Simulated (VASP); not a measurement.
Runs of VASP 6.6.1 on PbO2. The structure is that of space group Fm-3m (No. 225), or close to it. The cells are those of the table. 

```csv
task,spin,cell,gap on the mesh (eV),pressure (GPa)
electric field gradients,off,"a = 3.825 Å, angles 60.0°, 3 atoms",none,0.1
single point,off,"a = 3.825 Å, angles 60.0°, 3 atoms",none,(a)
single point,off,"a = 3.760 Å, angles 60.0°, 3 atoms",none,8.2
single point,"non-collinear, zero start, SOC","a = 3.825 Å, angles 60.0°, 3 atoms",-,-0.1
```

Alike in all rows: level PBE; potentials or basis VASP PAW PBE potentials, release 64 (Pb_d, O); k mesh 9 × 9 × 9; cutoff (eV) 520; smearing fermi-dirac 0.02 eV.

Problem. Estimate the missing entries.

Solution. (a) 0.2.

Caveats: spin-orbit coupling is left out, which moves the levels of the heavy elements (at least some runs); the cell stands under pressure (at least some runs).

A k mesh can miss the band edges, and rows without SOC leave out spin-orbit coupling on Pb.

A gap of «none» marks levels without a gap at the run's occupations.
